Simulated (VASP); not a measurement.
Set up this calculation in VASP 6.6.1, as the native input.

```yaml
Task: relaxation of cell and atoms
Functional: PBEsol
Potentials_or_basis: VASP PAW PBE potentials, release 64 (Pb_d, Se)
Cutoff: 600 eV
k_mesh: 14 × 14 × 14
Occupations: gaussian, width 0.01 eV
Spin: no spin polarisation
Target_pressure: 1 GPa
Dipole_correction: no
Further_INCAR_settings: ALGO = Normal; EDIFF = 1e-07; IBRION = 2; EDIFFG = -0.002; NSW = 100; ISIF = 3
```

The structure of PbSe lies in POSCAR:

```
PbSe
1.0
    0.0000000000      3.0514615378      3.0514615378
    3.0514615378      0.0000000000      3.0514615378
    3.0514615378      3.0514615378      0.0000000000
Pb Se
1 1
Direct
    0.0000000000      0.0000000000      0.0000000000
    0.5000000000      0.5000000000      0.5000000000
```

One way to write it, as run:

INCAR

```
PREC = Accurate
ENCUT = 600
EDIFF = 1E-7
ISMEAR = 0
SIGMA = 0.01
LREAL = F
LASPH = T
NELM = 60
ALGO = Normal
ISIF = 3
LWAVE = F
LCHARG = F
GGA = PS
IBRION = 2
NSW = 100
EDIFFG = -0.002
PSTRESS = 10.0
```

KPOINTS

```
Automatic mesh
0
Gamma
  14 14 14
```

Potentials or basis: VASP PAW PBE potentials, release 64 (Pb_d, Se).

Launch:

```sh
$ cat potpaw_PBE.64/Pb_d/POTCAR potpaw_PBE.64/Se/POTCAR > POTCAR
$ mpirun -np 1 vasp_std > vasp.out
```

It gave:

| Property | Result |
| --- | --- |
| Relaxed volume | 27.93 Å³/atom |
| Relaxed cell | a = 4.291 Å, b = 4.291 Å, c = 4.291 Å, α = 60.00°, β = 60.00°, γ = 60.00° |
| Space group after relaxing (to 0.1 Å) | Fm-3m (No. 225) |
| Energy change on relaxing (the run minimises the enthalpy) | +1.5 meV/atom |
| Ionic steps | 3 |
| Pressure after relaxing | 1.0 GPa |
| Band gap on the k mesh | 0.11 eV |

Caveat: the cell is relaxed towards a set pressure, so the run minimises the enthalpy, not the energy; the PAW data sets were made with another functional, which shifts forces and pressure a little; spin-orbit coupling is left out, which moves the levels of the heavy elements.

It took 110 s on 1 thread of Intel(R) Xeon(R) Platinum 8559C (Emerald Rapids), with other jobs on the host, peak memory 0.29 GiB.
